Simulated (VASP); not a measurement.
Write the native input for VASP 6.6.1 that does the following.

```yaml
Task: single point
Functional: r2SCAN
Dispersion: D3(BJ)
Potentials_or_basis: VASP PAW PBE potentials, release 64 (Cd, Se)
Cutoff: 520 eV
k_mesh: 8 × 8 × 8
Occupations: fermi-dirac, width 0.05 eV
Spin: no spin polarisation
Dipole_correction: no
Further_INCAR_settings: ALGO = Normal; EDIFF = 1e-06; NBANDS = 16
```

CdSe:

```
Cd Se
1.0
     0.00000    3.09060    3.09060
     3.09060    0.00000    3.09060
     3.09060    3.09060    0.00000
Cd Se
1 1
Cartesian
  0.0000 0.0000 0.0000
  1.5453 1.5453 1.5453
```

These files were run (other wordings do the same):

POSCAR

```
CdSe
1.0
    0.0000000000      3.0906047130      3.0906047130
    3.0906047130      0.0000000000      3.0906047130
    3.0906047130      3.0906047130      0.0000000000
Cd Se
1 1
Direct
    0.0000000000      0.0000000000      0.0000000000
    0.2500000000      0.2500000000      0.2500000000
```

INCAR.step1

```
PREC = Accurate ; ENCUT = 520
ISMEAR = -1 ; SIGMA = 0.05
LREAL = False ; LASPH = True
NELM = 100 ; NBANDS = 16
GGA = PE ; ALGO = Normal
EDIFF = 1E-4 ; LWAVE = True
LCHARG = False
```

INCAR.step2

```
PREC = Accurate ; ENCUT = 520
EDIFF = 1E-6 ; ISMEAR = -1
SIGMA = 0.05 ; LREAL = False
LASPH = True ; NELM = 100
ALGO = Normal ; ISIF = 2
LWAVE = False ; LCHARG = True
METAGGA = R2SCAN ; LMIXTAU = True
IVDW = 12 ; VDW_S6 = 1.0
VDW_S8 = 0.78981345 ; VDW_A1 = 0.49484001
VDW_A2 = 5.73083694 ; LELF = True
LVHAR = True ; NBANDS = 16
ISTART = 1
```

KPOINTS

```
Automatic mesh
0
Gamma
  8 8 8
```

Potentials or basis: VASP PAW PBE potentials, release 64 (Cd, Se).

Launch:

```sh
$ cat potpaw_PBE.64/Cd/POTCAR potpaw_PBE.64/Se/POTCAR > POTCAR
$ cp INCAR.step1 INCAR
$ mpirun -np 1 vasp_std > vasp.out
$ cp INCAR.step2 INCAR
$ mpirun -np 1 vasp_std > vasp.out
```

It gave:

```json
{
 "Pressure": "-1.7 GPa",
 "Band gap on the k mesh": "0.98 eV, direct",
 "Dispersion energy per atom": "-0.147 eV"
}
```

Caveat: the PAW data sets were made with another functional, which shifts forces and pressure a little.

It took 2.9 min on 1 thread of AMD EPYC 7R43 64-Core Processor (Zen 3), on a shared host, peak memory 0.19 GiB.
